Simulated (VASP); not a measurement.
Set up this calculation in VASP 6.6.1, as the native input.

* Task: relaxation of cell and atoms
* Functional: RPBE
* Potentials or basis: VASP PAW PBE potentials, release 64 (Ba_sv)
* Cutoff: 600 eV
* k mesh: 10 × 10 × 10
* Occupations: fermi-dirac, width 0.15 eV
* Spin: no spin polarisation
* Dipole correction: no
* Further INCAR settings: ALGO = Normal; EDIFF = 1e-06; IBRION = 2; EDIFFG = -0.001; NSW = 80; ISIF = 3

The structure of Ba lies in POSCAR:

```
Ba
1.0
   -2.5772587082      2.5772587082      2.5772587082
    2.5772587082     -2.5772587082      2.5772587082
    2.5772587082      2.5772587082     -2.5772587082
Ba
1
Direct
    0.0000000000      0.0000000000      0.0000000000
```

The input as run:

INCAR

```
SYSTEM = Ba
PREC     = Accurate       ! precision mode
ENCUT    = 600            ! plane-wave cutoff, eV
EDIFF    = 1E-6           ! SCF threshold, eV
ISMEAR   = -1             ! smearing method
SIGMA    = 0.15           ! smearing width, eV
LREAL    = .False.        ! projectors in reciprocal space
LASPH    = .True.         ! aspherical terms in the spheres
NELM     = 100            ! most SCF steps
ALGO     = Normal         ! electronic algorithm
ISIF     = 3              ! what is computed and relaxed
LWAVE    = .False.        ! write WAVECAR
LCHARG   = .False.        ! write CHGCAR
GGA      = RP             ! functional
IBRION   = 2              ! ionic algorithm
NSW      = 80             ! ionic steps
EDIFFG   = -0.001         ! ionic threshold
```

KPOINTS

```
regular mesh
0
Gamma
  10 10 10
  0 0 0
```

Potentials or basis: VASP PAW PBE potentials, release 64 (Ba_sv).

The run is started by

```sh
$ cat potpaw_PBE.64/Ba_sv/POTCAR > POTCAR
$ mpirun -np 1 vasp_std > vasp.out
```

It gave:

```
Relaxed volume                        : 69.48 Å³/atom
Relaxed cell                          : a = 4.486 Å, b = 4.486 Å, c = 4.486 Å, α = 109.47°, β = 109.47°, γ = 109.47°
Space group after relaxing (to 0.1 Å) : Im-3m (No. 229)
Energy gained by relaxing             : 0.3 meV/atom
Ionic steps                           : 3
Pressure after relaxing               : 0.0 GPa
Band gap on the k mesh                : zero (bands 5 and 6 overlap by 0.69 eV)
```

Caveat: the PAW data sets were made with another functional, which shifts forces and pressure a little; spin-orbit coupling is left out, which moves the levels of the heavy elements.

Run time: 24 s on 1 thread of Intel(R) Xeon(R) 6975P-C (Granite Rapids), on a shared host, peak memory 0.21 GiB.
